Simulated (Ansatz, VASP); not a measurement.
**Rh: VASP beside Ansatz**

```
CELL_PARAMETERS angstrom
2.71573 0.00000 0.00000
-1.35787 2.35189 0.00000
0.00000 0.00000 4.39949
ATOMIC_POSITIONS crystal
Rh 0.27333 0.63667 0.20500
Rh 0.72667 0.36333 0.79500
```

Change from the starting cell: shortest bond scaled by 0.82, LAPW.

Alike in both runs: task single point; functional PBEsol; k mesh 13 × 13 × 7; occupations fermi-dirac, width 0.05 eV; no spin polarisation.

|  | VASP | Ansatz |
| --- | --- | --- |
| version | VASP 6.6.1 | Ansatz 0.2.0 |
| potentials or method | VASP PAW PBE potentials, release 64 (Rh_pv), cutoff 520 eV | all-electron LAPW, scalar-relativistic |

|  | VASP | Ansatz | Ansatz less VASP |
| --- | --- | --- | --- |
| pressure (GPa) | 19.1 | 18.6 | -0.43 |
| traceless stress, the component that is largest in VASP (GPa) | 19.64 | 19.17 | -0.469 |
| rms of the force components (eV/Å) | 3.535 | 3.479 | -0.0561 |

VASP's potentials were made for PBE, not for PBEsol. Atom by atom the forces differ by 0.057 eV/Å (rms over components). Ansatz ran all-electron here, and VASP with PAW potentials.
